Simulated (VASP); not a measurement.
Crystal: AlGa5As6.

```
Al Ga As
1.0
     6.73988    0.00000    0.00000
    -3.36994    5.83691    0.00000
     0.00000    0.00000    6.39518
Al Ga As
1 5 6
Cartesian
  0.0000 0.0000 0.0044
  3.3699 1.9456 0.0044
  0.0000 3.8913 0.0044
  2.2466 0.0000 3.2020
  -1.1233 1.9456 3.2020
  2.2466 3.8913 3.2020
  0.0000 0.0000 2.4002
  3.3699 1.9456 2.4002
  0.0000 3.8913 2.4002
  2.2466 0.0000 5.5978
  -1.1233 1.9456 5.5978
  2.2466 3.8913 5.5978
```

| Item | Value |
| --- | --- |
| Program | VASP 6.6.1 |
| Task | relaxation of cell and atoms |
| Functional | PBE |
| Potentials or basis | VASP PAW PBE potentials, release 64 (Al, Ga_d, As) |
| Cutoff | 500 eV |
| k mesh | 3 × 3 × 4 |
| Occupations | gaussian, width 0.1 eV |
| Spin | no spin polarisation |

At the start: pressure 10.1 GPa; volume 20.97 Å³/atom.

Task: Where does the relaxation end?

Result: Over 5 steps the energy falls by 76.7 meV/atom and the volume is 23.68 Å³/atom (+12.9 %); space group P31m (No. 157, to 0.1 Å) before and after.

Step by step:
```
step  energy change (eV)  largest force (eV/Å)  pressure (GPa)  volume (Å³)
   1              0.0000                0.1269           10.11       251.59
   2             -0.7129                0.0572           -3.29       302.88
   3             -0.9204                0.0515            0.00       284.21
   4             -0.9201                0.0504           -0.14       284.89
   5             -0.9208                0.0355            0.03       284.11
```

Final structure:
```
Al Ga As
1.0
     7.01390    0.00000    0.00000
    -3.50695    6.07421    0.00000
     0.00000    0.00000    6.66853
Al Ga As
1 5 6
Cartesian
  0.0000 0.0000 0.0045
  3.5069 2.0247 0.0050
  0.0000 4.0495 0.0050
  2.3386 0.0000 3.3415
  -1.1693 2.0253 3.3415
  2.3376 4.0489 3.3415
  0.0000 0.0000 2.4962
  3.5069 2.0247 2.5012
  0.0000 4.0495 2.5012
  2.3351 0.0000 5.8374
  5.8463 2.0223 5.8374
  2.3394 4.0519 5.8374
```
